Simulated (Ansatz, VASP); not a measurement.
## AlV2C in VASP and in Ansatz

```
Al V C
1.0
     2.88598    0.00000    0.00000
    -1.44299    2.49933    0.00000
     0.00000    0.00000   13.11799
Al V C
2 4 2
Cartesian
  0.0000 1.6662 3.2795
  1.4430 0.8331 9.8385
  0.0000 1.6662 7.6812
  1.4430 0.8331 5.4367
  1.4430 0.8331 1.1222
  0.0000 1.6662 11.9957
  0.0000 0.0000 0.0000
  0.0000 0.0000 6.5590
```

Alike in both runs: functional r2SCAN; k mesh 15 × 15 × 4; occupations gaussian, width 0.1 eV; no spin polarisation.

Ansatz relaxed the structure, and its values are those at the end. VASP's run is a single point on that final structure, the one shown.

|  | VASP | Ansatz |
| --- | --- | --- |
| version | VASP 6.6.1 | Ansatz 0.2.0 |
| potentials or method | VASP PAW PBE potentials, release 64 (Al, V_sv, C), cutoff 520 eV | scalar-relativistic, plane waves, PAW |
| valence electrons in the cell | 66 | 66 |

|  | VASP | Ansatz | Ansatz less VASP |
| --- | --- | --- | --- |
| gap on the k mesh at the Fermi level (eV) | none | none | - |
| pressure (GPa) | 0.5 | 0.0 | -0.51 |
| rms of the force components (eV/Å) | 0.040 | 0.001 | -0.0395 |

VASP's potentials were made for PBE, not for r2SCAN. A gap of «none» marks a metal or a gap that the smearing closes. The functional is the same, so the differences come from potentials, cutoffs and numerics.
